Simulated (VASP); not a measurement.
BaS: dielectric tensor with PBE

BaS:

```
CELL_PARAMETERS angstrom
4.44219 0.00000 0.00000
-2.22110 3.84705 0.00000
0.00000 0.00000 7.78946
ATOMIC_POSITIONS crystal
Ba 0.00000 0.00000 0.00000
Ba 0.00000 0.00000 0.50000
S 0.33333 0.66667 0.25000
S 0.66667 0.33333 0.75000
```

```json
{
 "Program": "VASP 6.6.1",
 "Task": "dielectric tensor",
 "Functional": "PBE",
 "Potentials or basis": "VASP PAW PBE potentials, release 64 (Ba_sv, S)",
 "Cutoff": "520 eV",
 "k mesh": "6 × 6 × 4",
 "Occupations": "gaussian, width 0.01 eV",
 "Spin": "no spin polarisation",
 "Dipole correction": "no",
 "Further INCAR settings": "ALGO = Normal; EDIFF = 1e-08"
}
```

```yaml
Band_gap_on_the_k_mesh: 2.32 eV
Electronic_dielectric_tensor_diagonal: 4.83, 4.83, 4.99
Born_charges_mean_of_the_diagonal: Ba +2.66; S -2.66 e
```

Levels at points of the mesh, in eV from the valence-band top:
| k point | band 13 | band 14 | band 15 | band 16 | band 17 | band 18 | band 19 | band 20 |
| --- | --- | --- | --- | --- | --- | --- | --- | --- |
| (0.00, 0.00, 0.00) | -0.95 | -0.16 | 0.00 | 0.00 | 2.32 | 3.54 | 4.05 | 4.05 |
| (0.50, 0.00, 0.00) | -1.08 | -0.59 | -0.36 | -0.15 | 2.32 | 3.93 | 5.38 | 5.73 |
| (0.00, 0.00, 0.50) | -0.54 | -0.54 | -0.54 | -0.54 | 3.92 | 3.92 | 4.69 | 4.69 |
| (0.50, 0.00, 0.50) | -0.83 | -0.83 | -0.64 | -0.64 | 3.32 | 3.32 | 5.72 | 5.72 |

Electronic dielectric tensor:
```
4.83 0.00 0.00
0.00 4.83 0.00
0.00 0.00 4.99
```

Born effective charge tensors (e):
atom 1, Ba
```
2.60 0.00 0.00
0.00 2.60 0.00
0.00 0.00 2.78
```
atom 2, Ba
```
2.60 0.00 0.00
0.00 2.60 0.00
0.00 0.00 2.78
```
atom 3, S
```
-2.60  0.00  0.00
 0.00 -2.60  0.00
 0.00  0.00 -2.78
```
atom 4, S
```
-2.60  0.00  0.00
 0.00 -2.60  0.00
 0.00  0.00 -2.78
```

Run time: 22 min on 1 thread of Oxide Virtual Turin-like Processor, with other jobs on the host, peak memory 0.44 GiB.

Caveat: spin-orbit coupling is left out, which moves the levels of the heavy elements. A k mesh can miss the band edges.
